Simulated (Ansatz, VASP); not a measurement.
EuO in VASP and in Ansatz

```
Eu O
1.0
     0.00000    2.53256    2.53256
     2.53256    0.00000    2.53256
     2.53256    2.53256    0.00000
Eu O
1 1
Direct
  0.50000 0.50000 0.50000
  0.00000 0.00000 0.00000
```

Alike in both runs: task single point; functional LDA; k mesh 8 × 8 × 8; occupations gaussian, width 0.05 eV; collinear spin; Hubbard terms Eu f U = 6.0 eV.

|  | VASP | Ansatz |
| --- | --- | --- |
| version | VASP 6.6.1 | Ansatz 0.2.0 |
| potentials or method | VASP PAW PBE potentials, release 64 (Eu, O), cutoff 600 eV | scalar-relativistic, plane waves, PAW |
| valence electrons in the cell | 23 | 23 |

|  | VASP | Ansatz | Ansatz less VASP |
| --- | --- | --- | --- |
| gap on the k mesh at the Fermi level (eV) | none | none | - |
| pressure (GPa) | -3.2 | -2.8 | +0.38 |
| net moment per atom (μB) | 3.50 | 3.50 | 0.000 |
| size of the moment on the site where the two differ most (μB) | 6.74 | 6.72 | -0.019 |

VASP's potentials were made for PBE, not for LDA. LDA's correlation is that of Perdew and Zunger in VASP and of Perdew and Wang (1992) in Ansatz. Site moments also hang on the region over which each program counts them. The programs project onto different local orbitals, so the same U acts differently, and such runs can settle in different states. A gap of «none» marks a metal or a gap that the smearing closes. Ansatz's warnings: filled band counts differ across k points.

Neither program's run includes spin-orbit coupling.
